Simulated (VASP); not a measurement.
Runs of VASP 6.6.1 on MgCd3Se4. The structure is that of space group Pm-3m (No. 221), or close to it. The cells are those of the table. 

```csv
cell,gap on the mesh (eV),pressure (GPa)
"a = 5.720 Å, 8 atoms",none,0.0
"a = 5.739 Å, 8 atoms",none,-0.6
"a = 5.733 Å, 8 atoms",none,-0.4
"a = 5.756 Å, 8 atoms",none,(a)
"a = 5.760 Å, 8 atoms",none,0.0
```

Alike in all rows: task single point; level PBE; potentials or basis VASP PAW PBE potentials, release 64 (Mg, Cd, Se); no spin polarisation; k mesh 2 × 2 × 2; cutoff (eV) 600; smearing gaussian 0.15 eV.

Question: Estimate the missing entries.

Answer: (a) 0.1.

Caveats: all runs use coarse meshes.

A k mesh can miss the band edges, and the runs leave out spin-orbit coupling on Cd, Se.

A gap of «none» marks levels without a gap at the run's occupations.
